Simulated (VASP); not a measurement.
# Ti4C in VASP: a series of runs

Ti4C is run at these levels: PBE; tasks: single point.

All numbers are computed with VASP 6.6.1; they aren't measurements. Logs are shortened: lines on timing, memory, paths and dates and some standing lists are left out, and cuts for length are marked.

### Step 1. The cell of the first run

The cell holds a slab with vacuum, 5 atoms: a = 2.908 Å, b = 4.112 Å, c = 19.654 Å, α = 90.00°, β = 90.00°, γ = 90.00°.

### Step 2. Single point, PBE

The input, INCAR:

```
PREC = Accurate ; ENCUT = 520
EDIFF = 1E-6 ; ISMEAR = 0
SIGMA = 0.1 ; LREAL = F
LASPH = T ; NELM = 80
ALGO = Normal ; ISIF = 2
LWAVE = F ; LCHARG = F
LDIPOL = T ; IDIPOL = 3
DIPOL = 0.5 0.5 0.349 ; GGA = PE
NBANDS = 34
```

The input, KPOINTS:

```
regular mesh
0
Gamma
  9 7 1
```

The input, POSCAR:

```
Ti4C
1.0
    2.9076478547      0.0000000000      0.0000000000
    0.0000000000      4.1120350307      0.0000000000
    0.0000000000      0.0000000000     19.6538060989
Ti C
4 1
Direct
    0.5000000000      0.5000000000      0.2035229197
    0.0000000000      0.0000000000      0.2774945423
    0.5000000000      0.5000000000      0.3439527020
    0.0000000000      0.0000000000      0.4148716059
    0.1666666667      0.0000000000      0.5048814017
```

Potentials or basis: VASP PAW PBE potentials, release 64 (Ti_sv, C).

The run is started by

```bash
$ cat potpaw_PBE.64/Ti_sv/POTCAR potpaw_PBE.64/C/POTCAR > POTCAR
$ mpirun -np 1 vasp_std > vasp.out
```

OUTCAR:

```text
PREC = Accurate
   ENCUT = 520
   EDIFF = 1E-6
   ISMEAR = 0
   LREAL = F
   LASPH = T
   NELM = 80
   ISIF = 2
   GGA = PE

 ion  position               nearest neighbor table
   1  0.500  0.500  0.204-   3 2.76   2 2.91   2 2.91   2 2.91   2 2.91
   2  0.000  0.000  0.277-   4 2.70   3 2.84   3 2.84   3 2.84   3 2.84   1 2.91   1 2.91   1 2.91
                             1 2.91
   3  0.500  0.500  0.344-   1 2.76   2 2.84   2 2.84   2 2.84   2 2.84   4 2.88   4 2.88   4 2.88
                             4 2.88
   4  0.000  0.000  0.415-   5 1.83   2 2.70   3 2.88   3 2.88   3 2.88   3 2.88
   5  0.167  0.000  0.505-   4 1.83

  LATTYP: Found a simple orthorhombic cell.
 ALAT       =     2.9076478547
 B/A-ratio  =     1.4142135624
 C/A-ratio  =     6.7593488211

  Lattice vectors:

 A1 = (   2.9076478547,   0.0000000000,   0.0000000000)
 A2 = (   0.0000000000,   4.1120350307,   0.0000000000)
 A3 = (   0.0000000000,   0.0000000000,  19.6538060989)

Analysis of symmetry for initial positions (statically):
=====================================================================
 Subroutine PRICEL returns:
 Original cell was already a primitive cell.

 Routine SETGRP: Setting up the symmetry group for a
 simple orthorhombic supercell.

 Subroutine GETGRP returns: Found  2 space group operations
 (whereof  2 operations were pure point group operations)
 out of a pool of  8 trial point group operations.

The static configuration has the point symmetry C_1h.

Analysis of symmetry for dynamics (positions and initial velocities):
=====================================================================
 Subroutine PRICEL returns:
 Original cell was already a primitive cell.

 Routine SETGRP: Setting up the symmetry group for a
 simple orthorhombic supercell.

 Subroutine GETGRP returns: Found  2 space group operations
 (whereof  2 operations were pure point group operations)
 out of a pool of  8 trial point group operations.

The dynamic configuration has the point symmetry C_1h.

 Subroutine INISYM returns: Found  2 space group operations
 (whereof  2 operations are pure point group operations),
 and found     1 'primitive' translations

----------------------------------------------------------------------------------------

                                     Primitive cell

  volume of cell :     234.9878

  direct lattice vectors                    reciprocal lattice vectors
     2.907647855  0.000000000  0.000000000     0.343920602  0.000000000  0.000000000
     0.000000000  4.112035031  0.000000000     0.000000000  0.243188590  0.000000000
     0.000000000  0.000000000 19.653806099     0.000000000  0.000000000  0.050880730

  length of vectors
     2.907647855  4.112035031 19.653806099     0.343920602  0.243188590  0.050880730

  position of ions in fractional coordinates (direct lattice)
     0.500000000  0.500000000  0.203522920
     0.000000000  0.000000000  0.277494542
     0.500000000  0.500000000  0.343952702
     0.000000000  0.000000000  0.414871606
     0.166666667  0.000000000  0.504881402

  ion indices of the primitive-cell ions
   primitive index   ion index
                 1           1
                 2           2
                 3           3
                 4           4
                 5           5

----------------------------------------------------------------------------------------

 KPOINTS: regular mesh

Automatic generation of k-mesh.
 Grid dimensions read from file:
 generate k-points for:    9    7    1

 Generating k-lattice:

  Cartesian coordinates                     Fractional coordinates (reciprocal lattice)
     0.038213400  0.000000000  0.000000000     0.111111111  0.000000000  0.000000000
     0.000000000  0.034741227  0.000000000     0.000000000  0.142857143  0.000000000
     0.000000000  0.000000000  0.050880730     0.000000000  0.000000000  1.000000000

  Length of vectors
     0.038213400  0.034741227  0.050880730

  Shift w.r.t. Gamma in fractional coordinates (k-lattice)
     0.000000000  0.000000000  0.000000000

 Subroutine IBZKPT returns following result:
 ===========================================

 Found     20 irreducible k-points:

 Following reciprocal coordinates:
            Coordinates               Weight
  0.000000  0.000000  0.000000      1.000000
  0.111111  0.000000  0.000000      2.000000
  0.222222  0.000000  0.000000      2.000000
  0.333333  0.000000  0.000000      2.000000
  0.444444  0.000000  0.000000      2.000000
  0.000000  0.142857  0.000000      2.000000
[... 12 lines left out ...]
  0.333333  0.428571  0.000000      4.000000
  0.444444  0.428571  0.000000      4.000000
   k-points           NKPTS =     20   k-points in BZ     NKDIM =     20   number of bands    NBANDS=     34
   number of dos      NEDOS =    301   number of ions     NIONS =      5
   total plane-waves  NPLWV = 115200
   dimension x,y,z NGX =    24 NGY =   32 NGZ =  150
   dimension x,y,z NGXF=    48 NGYF=   64 NGZF=  300
   ions per type =               4   1
   NGX,Y,Z   is equivalent  to a cutoff of  13.72, 12.94, 12.69 a.u.
   NGXF,Y,Z  is equivalent  to a cutoff of  27.44, 25.87, 25.38 a.u.
 SYSTEM =  unknown system
   PREC   = accura    normal or accurate (medium, high low for compatibility)
   ISTART =      0    job   : 0-new  1-cont  2-samecut
   ICHARG =      2    charge: 1-file 2-atom 10-const
   ISPIN  =      1    spin polarized calculation?
   LNONCOLLINEAR =      F non collinear calculations
   LSORBIT =      F    spin-orbit coupling
   LASPH  =      T    aspherical Exc in radial PAW
   ENCUT  =  520.0 eV  38.22 Ry    6.18 a.u.   5.41  7.65 36.54*2*pi/ulx,y,z
   NELM   =     80;   NELMIN=  2; NELMDL= -5     # of ELM steps
   EDIFF  = 0.1E-05   stopping-criterion for ELM
   LREAL  =      F    real-space projection
   EDIFFG = 0.1E-04   stopping-criterion for IOM
   NSW    =      0    number of steps for IOM
   IBRION =     -1    ionic relax: 0-MD 1-quasi-New 2-CG
   NFREE  =      0    steps in history (QN), initial steepest desc. (CG)
   ISIF   =      2    stress and relaxation
   ISYM   =      2    0-nonsym 1-usesym 2-fastsym
   POTIM  = 0.5000    time-step for ionic-motion
   TEBEG  =    0.0;   TEEND  =   0.0 temperature during run
   PSTRESS=    0.0 pullay stress
   NELECT =      52.0000    total number of electrons
   NUPDOWN=      -1.0000    fix difference up-down
   EMIN   =  10.00;   EMAX   =-10.00  energy-range for DOS
   EFERMI =   0.00;   METHOD = LEGACY
   ISMEAR =     0;   SIGMA  =   0.10  broadening in eV -4-tet -1-fermi 0-gaus
   EFERMI_NEDOS =   21; number of points for ismear=-14 and -15
   IALGO  =     38    algorithm
   IMIX   =      4    mixing-type and parameters
     AMIX     =   0.40;   BMIX     =  1.00
     AMIX_MAG =   1.60;   BMIX_MAG =  1.00
  volume/ion in A,a.u.               =      47.00       317.16
  Fermi-wavevector in a.u.,A,eV,Ry     =   0.990210  1.871226 13.340741  0.980517
  Thomas-Fermi vector in A             =   2.121865
   LORBIT       =      0    0 simple, 1 ext, 2 COOP (PROOUT), +10 PAW based schemes
   GGA     = PE    functional components
   LHFCALC =     F    Hartree Fock is set to
   AEXX    =    0.0000 exact exchange contribution
   IVDW    =     0    specifies the selected vdW correction
   LEPSILON=     F    determine dielectric tensor
   LRPA    =     F    only Hartree local field effects (RPA)
 non-spin polarized calculation
 Gauss-broadening in eV      SIGMA  =   0.10
  energy-cutoff  :      520.00
  volume of cell :      234.99
 maximum number of plane-waves:      6369
 NGX is ok and might be reduce to    24
   NGX = 11   NGY = 15   NGZ = 73

 number of electron      52.0000014 magnetization

 dipolmoment           0.000000      0.000000      0.234228 electrons x Angstroem

 Free energy of the ion-electron system (eV)
  ---------------------------------------------------
  ext. energy  EPLUGINS =         0.00000000
  ---------------------------------------------------
  free energy    TOTEN  =       -33.16127631 eV

  energy without entropy =      -33.13456762  energy(sigma->0) =      -33.14792197

 E-fermi :  -0.7942     XC(G=0):  -4.9213

 val. band max:       -0.8128816821   @ k =   0.4444   0.2857   0.0000
 cond. band min:      -0.7864600580   @ k =   0.3333   0.2857   0.0000
 fundamental gap:      0.0264216242
 Fermi energy:        -0.7941891432

 k-point     1 :       0.0000    0.0000    0.0000
  band No.  band energies     occupation
      1     -57.7752      2.00000
      2     -57.5070      2.00000
      3     -57.4024      2.00000
      4     -56.7937      2.00000
      5     -34.2020      2.00000
      6     -34.1168      2.00000
[... 26 lines left out ...]
     33       0.8867      0.00000
     34       1.1713      0.00000

 k-point     2 :       0.1111    0.0000    0.0000
  band No.  band energies     occupation
      1     -57.7699      2.00000
      2     -57.4995      2.00000
      3     -57.4009      2.00000
      4     -56.7892      2.00000
      5     -34.1995      2.00000
      6     -34.1017      2.00000
[... 26 lines left out ...]
     33       1.0392      0.00000
     34       1.1807      0.00000

 k-point     3 :       0.2222    0.0000    0.0000
  band No.  band energies     occupation
      1     -57.7564      2.00000
      2     -57.4792      2.00000
      3     -57.3984      2.00000
      4     -56.7779      2.00000
      5     -34.1951      2.00000
      6     -34.0631      2.00000
[... 26 lines left out ...]
     33       1.0043      0.00000
     34       1.0240      0.00000
[... 556 lines left out ...]
 k-point    19 :       0.3333    0.4286    0.0000
  band No.  band energies     occupation
      1     -57.7393      2.00000
      2     -57.4328      2.00000
      3     -57.4189      2.00000
      4     -56.7654      2.00000
      5     -34.1887      2.00000
      6     -34.0699      2.00000
[... 26 lines left out ...]
     33       0.5228      0.00000
     34       1.0706      0.00000

 k-point    20 :       0.4444    0.4286    0.0000
  band No.  band energies     occupation
      1     -57.7304      2.00000
      2     -57.4211      2.00000
      3     -57.4127      2.00000
      4     -56.7563      2.00000
      5     -34.1666      2.00000
      6     -34.1107      2.00000
[... 26 lines left out ...]
     33       0.7382      0.00000
     34       1.0797      0.00000

------------------------ aborting loop because EDIFF is reached ----------------------------------------

 vacuum level on the upper side and lower side of the slab       (xc-potential included)         1.716        -1.753

  FORCE on cell =-STRESS in cart. coord.  units (eV):
  Direction    XX          YY          ZZ          XY          YZ          ZX
  --------------------------------------------------------------------------------------
  -------------------------------------------------------------------------------------
  Total       -0.4142572     -2.5561723     -0.2463630      0.0000000      0.0000000      2.5563918
  in kB       -2.8244598    -17.4283161     -1.6797353      0.0000000      0.0000000     17.4298124
  external PRESSURE =      -7.3108371 kB  Pullay stress =       0.0000000 kB

 VOLUME and BASIS-vectors are now :
 -----------------------------------------------------------------------------
  energy-cutoff  :      520.00
  volume of cell :      234.99
      direct lattice vectors                 reciprocal lattice vectors
     2.907647855  0.000000000  0.000000000     0.343920602  0.000000000  0.000000000
     0.000000000  4.112035031  0.000000000     0.000000000  0.243188590  0.000000000
     0.000000000  0.000000000 19.653806099     0.000000000  0.000000000  0.050880730

 POSITION                                       TOTAL-FORCE (eV/Angst)
 -----------------------------------------------------------------------------------
      1.45382      2.05602      4.00000        -0.000425      0.000000      0.407242
      0.00000      0.00000      5.45382        -0.159275      0.000000     -0.282898
      1.45382      2.05602      6.75998         0.305697      0.000000     -0.421266
      0.00000      0.00000      8.15381        -1.587704      0.000000      0.241623
      0.48461      0.00000      9.92284         1.441707      0.000000      0.055300
 -----------------------------------------------------------------------------------
    total drift:                                0.000011     -0.000000      0.001159

  FREE ENERGIE OF THE ION-ELECTRON SYSTEM (eV)
  ---------------------------------------------------
  free  energy   TOTEN  =       -33.1612763076 eV

  energy  without entropy=      -33.1345676246  energy(sigma->0) =      -33.14792197

 vacuum level on the upper side and lower side of the slab         6.046         2.394
```

Run time: 5.7 min. Hardware: 1 thread of Intel Xeon 6975P-C (Granite Rapids), shared host; peak memory 0.38 GiB.

What came out:

* Free energy: -33.1613 eV
* Largest force: 1.606 eV/Å
* Band gap on the k mesh: zero (band 26 reaches -0.35 eV, above the bottom of band 27 at -0.93 eV)

Forces in eV/Å, atoms in the order of the input:
```
Ti   0.000  0.000  0.407
Ti  -0.159  0.000 -0.283
Ti   0.306  0.000 -0.421
Ti  -1.588  0.000  0.242
C    1.442  0.000  0.055
```

### Step 3. Single point, PBE

The input, INCAR:

```
SYSTEM = Ti4C
PREC = Accurate
ENCUT = 520
EDIFF = 1E-6
ISMEAR = 0
SIGMA = 0.1
LREAL = .FALSE.
LASPH = .TRUE.
NELM = 60
ALGO = Normal
ISIF = 2
LWAVE = .FALSE.
LCHARG = .FALSE.
LDIPOL = .TRUE.
IDIPOL = 3
DIPOL = 0.5 0.5 0.344
GGA = PE
NBANDS = 34
```

The input, KPOINTS:

```
Automatic mesh
0
G
  9 7 1
  0 0 0
```

Changes to POSCAR since step 2:

```diff
@@ -12,2 +12,2 @@
     0.0000000000      0.0000000000      0.4148716059
-    0.1666666667      0.0000000000      0.5048814017
+    0.0000000000      0.3000000000      0.4798834949
```

Potentials or basis: VASP PAW PBE potentials, release 64 (Ti_sv, C).

The run is started by

```bash
$ cat potpaw_PBE.64/Ti_sv/POTCAR potpaw_PBE.64/C/POTCAR > POTCAR
$ mpirun -np 1 vasp_std > vasp.out
```

Wall time 5 min (1 thread of Intel Xeon 6975P-C (Granite Rapids), shared host); peak memory 0.38 GiB.

The run converged. Its results:

| Property | Result |
| --- | --- |
| Free energy | -33.9441 eV |
| Largest force | 2.487 eV/Å |
| Band gap on the k mesh | zero (band 26 reaches -0.29 eV, above the bottom of band 27 at -0.72 eV) |

Forces on the atoms (eV/Å):
```
Ti   0.000 -0.117  0.537
Ti   0.000  0.183 -0.798
Ti   0.000 -0.601  0.441
Ti   0.000 -1.951 -0.245
C    0.000  2.486  0.065
```

Levels at points of the mesh, in eV from the Fermi level:
```csv
k point,band 22,band 23,band 24,band 25,band 26,band 27,band 28,band 29,band 30,band 31
"(0.00, 0.00, 0.00)",-1.50,-1.20,-0.85,-0.22,0.07,0.30,0.46,0.66,1.03,1.14
```
